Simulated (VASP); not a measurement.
A run of VASP 6.6.1 is set up as follows.

The input POSCAR:

```
CrAs3Rh
1.0
    4.5764726808      0.0000000000      0.0000000000
    0.0000000000      4.5764726808      0.0000000000
    0.0000000000      0.0000000000      4.5764726808
Cr As Rh
1 3 1
Direct
    0.5000000000      0.5000000000      0.5000000000
    0.0000000000      0.5000000000      0.5000000000
    0.5000000000      0.0000000000      0.5000000000
    0.5000000000      0.5000000000      0.0000000000
    0.0000000000      0.0000000000      0.0000000000
```

INCAR.step1

```
SYSTEM = CrAs3Rh
PREC = Accurate ; ENCUT = 520
ISMEAR = 0 ; SIGMA = 0.1
LREAL = .FALSE. ; LASPH = .TRUE.
NELM = 150 ; ISPIN = 2
MAGMOM = 0.81 0 0 0 -0.13 ; LMAXMIX = 4
NBANDS = 33 ; GGA = PE
ALGO = Normal ; EDIFF = 1E-4
LWAVE = .TRUE. ; LCHARG = .FALSE.
```

Contents of INCAR.step2:

```
SYSTEM = CrAs3Rh
PREC = Accurate ; ENCUT = 520
EDIFF = 1E-7 ; ISMEAR = 0
SIGMA = 0.1 ; LREAL = .FALSE.
LASPH = .TRUE. ; NELM = 150
ALGO = Normal ; ISIF = 2
LWAVE = .FALSE. ; LCHARG = .FALSE.
ISPIN = 2 ; MAGMOM = 0.81 0 0 0 -0.13
LORBIT = 11 ; LMAXMIX = 4
METAGGA = R2SCAN ; LMIXTAU = .TRUE.
NBANDS = 33 ; ISTART = 1
```

File KPOINTS:

```
Automatic mesh
0
G
  4 4 4
  0 0 0
```

Potentials or basis: VASP PAW PBE potentials, release 64 (Cr_pv, As, Rh_pv).

The run is started by

```sh
$ cat potpaw_PBE.64/Cr_pv/POTCAR potpaw_PBE.64/As/POTCAR potpaw_PBE.64/Rh_pv/POTCAR > POTCAR
$ cp INCAR.step1 INCAR
$ mpirun -np 1 vasp_std > vasp.out
$ cp INCAR.step2 INCAR
$ mpirun -np 1 vasp_std > vasp.out
```

Task: What does it give for the net moment?

Result: 0.00 μB per cell.

Task: Estimate the pressure.

Result: -2.8 GPa.

Caveat: the moments typed at the start vanished in this run; the PAW data sets were made with another functional, which shifts forces and pressure a little.
